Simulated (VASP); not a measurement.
# Si2Mo (I4/mmm) in VASP: further runs

Si2Mo is run at these levels: PBE; tasks: single point.

Everything below comes from runs of VASP 6.6.1. Logs are shortened: lines on timing, memory, paths and dates and some standing lists are left out, and cuts for length are marked.

**1. The cell of the first run**

The structure is tetragonal, space group I4/mmm (No. 139). Conventional cell: a = 3.242 Å, b = 3.242 Å, c = 7.964 Å, α = 90.00°, β = 90.00°, γ = 90.00°. Si (site symmetry 4mm) has 9 Si at 2.65 to 3.24 Å and 5 Mo at 2.65 Å within 3.5 Å. Mo (site symmetry 4/mmm) has 10 Si at 2.65 Å and 4 Mo at 3.24 Å within 3.5 Å.

**2. Single point, PBE**

File INCAR:

```
SYSTEM = Si2Mo
ALGO = Normal
EDIFF = 1E-6
ENCUT = 520
GGA = PE
ISIF = 2
ISMEAR = -1
LASPH = .TRUE.
LCHARG = .TRUE.
LELF = .TRUE.
LREAL = .FALSE.
LVHAR = .TRUE.
LWAVE = .FALSE.
NBANDS = 18
NELM = 100
PREC = Accurate
SIGMA = 0.05
```

File KPOINTS:

```
k-points
0
G
  13 13 13
  0 0 0
```

File POSCAR:

```
Si2Mo
1.0
   -1.6210550461      1.6210550461      3.9822230367
    1.6210550461     -1.6210550461      3.9822230367
    1.6210550461      1.6210550461     -3.9822230367
Si Mo
2 1
Direct
    0.3330000000      0.3330000000      0.0000000000
    0.6670000000      0.6670000000      0.0000000000
    0.0000000000      0.0000000000      0.0000000000
```

Potentials or basis: VASP PAW PBE potentials, release 64 (Si, Mo_sv).

The run is started by

```
> cat potpaw_PBE.64/Si/POTCAR potpaw_PBE.64/Mo_sv/POTCAR > POTCAR
> mpirun -np 1 vasp_std > vasp.out
```

OUTCAR:

```text
SYSTEM = Si2Mo
   EDIFF = 1E-6
   ENCUT = 520
   GGA = PE
   ISIF = 2
   ISMEAR = -1
   LASPH = .TRUE.
   LREAL = .FALSE.
   NELM = 100
   PREC = Accurate

 ion  position               nearest neighbor table
   1  0.333  0.333  0.000-   2 2.65   2 2.65   2 2.65   2 2.65   3 2.65   3 2.65   3 2.65   3 2.65
                             3 2.65   2 2.66
   2  0.667  0.667  0.000-   1 2.65   1 2.65   1 2.65   1 2.65   3 2.65   3 2.65   3 2.65   3 2.65
                             3 2.65   1 2.66
   3  0.000  0.000  0.000-   2 2.65   2 2.65   2 2.65   1 2.65   2 2.65   1 2.65   1 2.65   1 2.65
                             1 2.65   2 2.65

  LATTYP: Found a body centered tetragonal cell.
 ALAT       =     3.2421100922
 C/A-ratio  =     2.4565625000

  Lattice vectors:

 A1 = (  -1.6210550461,   1.6210550461,   3.9822230367)
 A2 = (   1.6210550461,  -1.6210550461,   3.9822230367)
 A3 = (   1.6210550461,   1.6210550461,  -3.9822230367)

Analysis of symmetry for initial positions (statically):
=====================================================================
 Subroutine PRICEL returns:
 Original cell was already a primitive cell.

 Routine SETGRP: Setting up the symmetry group for a
 body centered tetragonal supercell.

 Subroutine GETGRP returns: Found 16 space group operations
 (whereof 16 operations were pure point group operations)
 out of a pool of 16 trial point group operations.

The static configuration has the point symmetry D_4h.

Analysis of symmetry for dynamics (positions and initial velocities):
=====================================================================
 Subroutine PRICEL returns:
 Original cell was already a primitive cell.

 Routine SETGRP: Setting up the symmetry group for a
 body centered tetragonal supercell.

 Subroutine GETGRP returns: Found 16 space group operations
 (whereof 16 operations were pure point group operations)
 out of a pool of 16 trial point group operations.

The dynamic configuration has the point symmetry D_4h.

 Subroutine INISYM returns: Found 16 space group operations
 (whereof 16 operations are pure point group operations),
 and found     1 'primitive' translations

----------------------------------------------------------------------------------------

                                     Primitive cell

  volume of cell :      41.8583

  direct lattice vectors                    reciprocal lattice vectors
    -1.621055046  1.621055046  3.982223037     0.000000000  0.308441099  0.125558010
     1.621055046 -1.621055046  3.982223037     0.308441099  0.000000000  0.125558010
     1.621055046  1.621055046 -3.982223037     0.308441099  0.308441099  0.000000000

  length of vectors
     4.594968905  4.594968905  4.594968905     0.333017605  0.333017605  0.436201585

  position of ions in fractional coordinates (direct lattice)
     0.333000000  0.333000000  0.000000000
     0.667000000  0.667000000  0.000000000
     0.000000000  0.000000000  0.000000000

  ion indices of the primitive-cell ions
   primitive index   ion index
                 1           1
                 2           2
                 3           3

----------------------------------------------------------------------------------------

 KPOINTS: k-points

Automatic generation of k-mesh.
 Grid dimensions read from file:
 generate k-points for:   13   13   13

 Generating k-lattice:

  Cartesian coordinates                     Fractional coordinates (reciprocal lattice)
     0.000000000  0.023726238  0.009658308     0.076923077 -0.000000000  0.000000000
     0.023726238  0.000000000  0.009658308    -0.000000000  0.076923077  0.000000000
     0.023726238  0.023726238  0.000000000     0.000000000  0.000000000  0.076923077

  Length of vectors
     0.025616739  0.025616739  0.033553968

  Shift w.r.t. Gamma in fractional coordinates (k-lattice)
     0.000000000  0.000000000  0.000000000

 Subroutine IBZKPT returns following result:
 ===========================================

 Found    196 irreducible k-points:

 Following reciprocal coordinates:
            Coordinates               Weight
  0.000000  0.000000  0.000000      1.000000
  0.076923  0.000000  0.000000      8.000000
  0.153846  0.000000  0.000000      8.000000
  0.230769  0.000000 -0.000000      8.000000
  0.307692  0.000000  0.000000      8.000000
  0.384615 -0.000000  0.000000      8.000000
[... 16 lines left out ...]
  0.384615  0.153846  0.000000     16.000000
  0.461538  0.153846  0.000000     16.000000
 [... further k-points ...]
   k-points           NKPTS =    196   k-points in BZ     NKDIM =    196   number of bands    NBANDS=     18
   number of dos      NEDOS =    301   number of ions     NIONS =      3
   total plane-waves  NPLWV =  46656
   dimension x,y,z NGX =    36 NGY =   36 NGZ =   36
   dimension x,y,z NGXF=    72 NGYF=   72 NGZF=   72
   ions per type =               2   1
   NGX,Y,Z   is equivalent  to a cutoff of  13.02, 13.02, 13.02 a.u.
   NGXF,Y,Z  is equivalent  to a cutoff of  26.05, 26.05, 26.05 a.u.
 SYSTEM =  Si2Mo
   PREC   = accura    normal or accurate (medium, high low for compatibility)
   ISTART =      0    job   : 0-new  1-cont  2-samecut
   ICHARG =      2    charge: 1-file 2-atom 10-const
   ISPIN  =      1    spin polarized calculation?
   LNONCOLLINEAR =      F non collinear calculations
   LSORBIT =      F    spin-orbit coupling
   LASPH  =      T    aspherical Exc in radial PAW
   ENCUT  =  520.0 eV  38.22 Ry    6.18 a.u.   8.54  8.54  8.54*2*pi/ulx,y,z
   NELM   =    100;   NELMIN=  2; NELMDL= -5     # of ELM steps
   EDIFF  = 0.1E-05   stopping-criterion for ELM
   LREAL  =      F    real-space projection
[... 7 lines left out ...]
   TEBEG  =    0.0;   TEEND  =   0.0 temperature during run
   PSTRESS=    0.0 pullay stress
   NELECT =      22.0000    total number of electrons
   NUPDOWN=      -1.0000    fix difference up-down
   EMIN   =  10.00;   EMAX   =-10.00  energy-range for DOS
   EFERMI =   0.00;   METHOD = LEGACY
   ISMEAR =    -1;   SIGMA  =   0.05  broadening in eV -4-tet -1-fermi 0-gaus
   EFERMI_NEDOS =   21; number of points for ismear=-14 and -15
   IALGO  =     38    algorithm
   IMIX   =      4    mixing-type and parameters
     AMIX     =   0.40;   BMIX     =  1.00
     AMIX_MAG =   1.60;   BMIX_MAG =  1.00
  volume/ion in A,a.u.               =      13.95        94.16
  Fermi-wavevector in a.u.,A,eV,Ry     =   1.321160  2.496630 23.748470  1.745463
  Thomas-Fermi vector in A             =   2.450934
   LORBIT       =      0    0 simple, 1 ext, 2 COOP (PROOUT), +10 PAW based schemes
   GGA     = PE    functional components
   LHFCALC =     F    Hartree Fock is set to
   AEXX    =    0.0000 exact exchange contribution
   IVDW    =     0    specifies the selected vdW correction
   LEPSILON=     F    determine dielectric tensor
   LRPA    =     F    only Hartree local field effects (RPA)
 non-spin polarized calculation
  energy-cutoff  :      520.00
  volume of cell :       41.86
 maximum number of plane-waves:      1149
 NGX is ok and might be reduce to    36
   NGX = 17   NGY = 17   NGZ = 17

 number of electron      22.0000000 magnetization

 Free energy of the ion-electron system (eV)
  ---------------------------------------------------
  ext. energy  EPLUGINS =         0.00000000
  ---------------------------------------------------
  free energy    TOTEN  =       -23.23706906 eV

  energy without entropy =      -23.23485989  energy(sigma->0) =      -23.23596447

 E-fermi :  11.7019     XC(G=0): -12.2427

 val. band max:       11.5747531598   @ k =  -0.4615  -0.4615   0.3077
 cond. band min:      11.7278281352   @ k =  -0.3077  -0.3846   0.3077
 fundamental gap:      0.1530749754
 Fermi energy:        11.7019382792

 k-point     1 :       0.0000    0.0000    0.0000
  band No.  band energies     occupation
      1     -49.1000      2.00000
      2     -23.2371      2.00000
      3     -23.1581      2.00000
      4     -23.1581      2.00000
      5      -1.4660      2.00000
      6       5.5934      2.00000
[... 10 lines left out ...]
     17      16.4837      0.00000
     18      16.4837      0.00000

 k-point     2 :       0.0769    0.0000    0.0000
  band No.  band energies     occupation
      1     -49.0991      2.00000
      2     -23.2361      2.00000
      3     -23.1708      2.00000
      4     -23.1569      2.00000
      5      -1.3625      2.00000
      6       5.5877      2.00000
[... 10 lines left out ...]
     17      16.5945      0.00000
     18      17.1462      0.00000

 k-point     3 :       0.1538    0.0000    0.0000
  band No.  band energies     occupation
      1     -49.0967      2.00000
      2     -23.2335      2.00000
      3     -23.2059      2.00000
      4     -23.1536      2.00000
      5      -1.0563      2.00000
      6       5.5241      2.00000
[... 10 lines left out ...]
     17      17.1798      0.00000
     18      18.4696      0.00000

 k-point     4 :       0.2308    0.0000   -0.0000
  band No.  band energies     occupation
      1     -49.0933      2.00000
      2     -23.2553      2.00000
      3     -23.2295      2.00000
      4     -23.1491      2.00000
      5      -0.5598      2.00000
      6       5.2381      2.00000
[... 10 lines left out ...]
     17      18.1076      0.00000
     18      20.0568      0.00000

 k-point     5 :       0.3077    0.0000    0.0000
  band No.  band energies     occupation
      1     -49.0897      2.00000
      2     -23.3070      2.00000
      3     -23.2255      2.00000
      4     -23.1442      2.00000
      5       0.1064      2.00000
      6       4.6032      2.00000
[... 10 lines left out ...]
     17      18.4550      0.00000
     18      20.4915      0.00000

 k-point     6 :       0.3846   -0.0000    0.0000
  band No.  band energies     occupation
      1     -49.0867      2.00000
      2     -23.3496      2.00000
      3     -23.2221      2.00000
      4     -23.1401      2.00000
      5       0.9141      2.00000
      6       3.7438      2.00000
[... 10 lines left out ...]
     17      18.0358      0.00000
     18      19.7162      0.00000

 k-point     7 :       0.4615    0.0000    0.0000
  band No.  band energies     occupation
      1     -49.0850      2.00000
      2     -23.3735      2.00000
      3     -23.2202      2.00000
      4     -23.1379      2.00000
      5       1.8253      2.00000
      6       2.7905      2.00000
[... 10 lines left out ...]
     17      17.7390      0.00000
     18      18.6576      0.00000

 k-point     8 :       0.0769    0.0769    0.0000
  band No.  band energies     occupation
      1     -49.0983      2.00000
      2     -23.2357      2.00000
      3     -23.1704      2.00000
      4     -23.1688      2.00000
      5      -1.2306      2.00000
      6       5.4247      2.00000
[... 10 lines left out ...]
     17      17.2247      0.00000
     18      17.2945      0.00000
[... 229 lines left out ...]
     17      16.9718      0.00000
     18      17.2509      0.00000

 k-point    20 :       0.1538    0.1538   -0.0000
  band No.  band energies     occupation
      1     -49.0934      2.00000
      2     -23.2313      2.00000
      3     -23.2033      2.00000
      4     -23.1985      2.00000
      5      -0.5532      2.00000
      6       5.0101      2.00000
[... 10 lines left out ...]
     17      18.2272      0.00000
     18      19.0479      0.00000

 k-point    21 :       0.2308    0.1538   -0.0000
  band No.  band energies     occupation
      1     -49.0900      2.00000
      2     -23.2501      2.00000
      3     -23.2271      2.00000
      4     -23.1956      2.00000
      5      -0.0324      2.00000
      6       4.7560      2.00000
[... 10 lines left out ...]
     17      18.2726      0.00000
     18      19.8065      0.00000

 k-point    22 :       0.3077    0.1538   -0.0000
  band No.  band energies     occupation
      1     -49.0865      2.00000
      2     -23.3009      2.00000
      3     -23.2228      2.00000
      4     -23.1902      2.00000
      5       0.6382      2.00000
      6       4.3502      2.00000
[... 10 lines left out ...]
     17      18.9623      0.00000
     18      19.8637      0.00000

 k-point    23 :       0.3846    0.1538    0.0000
  band No.  band energies     occupation
      1     -49.0835      2.00000
      2     -23.3429      2.00000
      3     -23.2186      2.00000
      4     -23.1856      2.00000
      5       1.4283      2.00000
      6       3.6716      2.00000
[... 10 lines left out ...]
     17      18.9758      0.00000
     18      20.0929      0.00000

 k-point    24 :       0.4615    0.1538    0.0000
  band No.  band energies     occupation
      1     -49.0818      2.00000
      2     -23.3664      2.00000
      3     -23.2157      2.00000
      4     -23.1830      2.00000
      5       2.2945      2.00000
      6       2.8058      2.00000
[... 10 lines left out ...]
     17      18.9719      0.00000
     18      20.3975      0.00000

 [... further k-points ...]
[... 5 lines left out ...]
  --------------------------------------------------------------------------------------
  -------------------------------------------------------------------------------------
  Total       -1.2344096     -1.2344096     -1.8045457      0.0000000     -0.0000000      0.0000000
  in kB      -47.2485816    -47.2485816    -69.0712597      0.0000000     -0.0000000      0.0000000
  external PRESSURE =     -54.5228076 kB  Pullay stress =       0.0000000 kB

 VOLUME and BASIS-vectors are now :
 -----------------------------------------------------------------------------
  energy-cutoff  :      520.00
  volume of cell :       41.86
      direct lattice vectors                 reciprocal lattice vectors
    -1.621055046  1.621055046  3.982223037     0.000000000  0.308441099  0.125558010
     1.621055046 -1.621055046  3.982223037     0.308441099  0.000000000  0.125558010
     1.621055046  1.621055046 -3.982223037     0.308441099  0.308441099  0.000000000

 POSITION                                       TOTAL-FORCE (eV/Angst)
 -----------------------------------------------------------------------------------
      0.00000      0.00000      2.65216         0.000000      0.000000      0.336774
      0.00000      0.00000      5.31229         0.000000      0.000000     -0.336774
      0.00000      0.00000      0.00000        -0.000000     -0.000000      0.000000
 -----------------------------------------------------------------------------------
    total drift:                                0.000000      0.000000     -0.000000

  FREE ENERGIE OF THE ION-ELECTRON SYSTEM (eV)
  ---------------------------------------------------
  free  energy   TOTEN  =       -23.2370690584 eV

  energy  without entropy=      -23.2348598869  energy(sigma->0) =      -23.23596447
```

Run time: 2 min. Hardware: 1 thread of AMD EPYC 9R45 (Zen 5), shared host; peak memory 0.27 GiB.

What came out:

```
Free energy            : -23.2371 eV
Pressure               : -5.5 GPa
Largest force          : 0.337 eV/Å
Band gap on the k mesh : zero (band 11 reaches 12.16 eV, above the bottom of band 12 at 11.23 eV)
```

Forces on the atoms (eV/Å):
```
Si   0.000  0.000  0.337
Si   0.000  0.000 -0.337
Mo   0.000  0.000  0.000
```

Levels at points of the mesh, in eV from the Fermi level:
| k point | band 7 | band 8 | band 9 | band 10 | band 11 | band 12 | band 13 | band 14 | band 15 | band 16 |
| --- | --- | --- | --- | --- | --- | --- | --- | --- | --- | --- |
| (0.00, 0.00, 0.00) | -3.53 | -2.85 | -2.56 | -2.56 | 0.38 | 2.82 | 3.24 | 3.51 | 3.51 | 3.86 |

[end of part 1 of 2]
